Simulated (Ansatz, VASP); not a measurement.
## C in VASP and in Ansatz

```
C
1.0
     2.49534    0.09238    0.09238
    -1.16767    2.11484    0.03381
     0.45553    0.45553   12.30482
C
12
Cartesian
  0.0851 0.0851 2.2993
  0.3129 0.3129 8.4517
  0.1426 0.1426 3.8531
  0.3704 0.3704 10.0056
  0.2906 1.6779 6.4613
  1.2838 0.7760 0.3284
  0.4994 1.8868 12.1026
  1.4926 0.9848 5.9697
  0.3472 1.7345 7.9911
  1.3404 0.8326 1.8582
  0.4428 1.8301 10.5728
  1.4360 0.9282 4.4399
```

Change from the starting cell: equal engineering shear yz, xz and xy +0.0733, equal normal strain along x, y and z -0.0100.

Alike in both runs: task single point; functional PBE; k mesh 12 × 12 × 2; occupations gaussian, width 0.05 eV; no spin polarisation.

```csv
,VASP,Ansatz
version,VASP 6.6.1,Ansatz 0.2.0
potentials or method,"VASP PAW PBE potentials, release 64 (C), cutoff 520 eV","scalar-relativistic, plane waves, PAW"
valence electrons in the cell,48,48
```

Ansatz gave:

* gap on the k mesh at the Fermi level (eV): 3.03
* least direct gap on the mesh (eV): 3.63
* pressure (GPa): 18.9
* traceless stress, the component that is largest in VASP (GPa): -41.90
* rms of the force components (eV/Å): 0.211

Problem. What did VASP give for the same quantities?

Solution. gap on the k mesh at the Fermi level (eV): 3.02; least direct gap on the mesh (eV): 3.63; pressure (GPa): 19.7; traceless stress, the component that is largest in VASP (GPa): -42.08; rms of the force components (eV/Å): 0.221.

Atom by atom the forces differ by 0.013 eV/Å (rms over components).
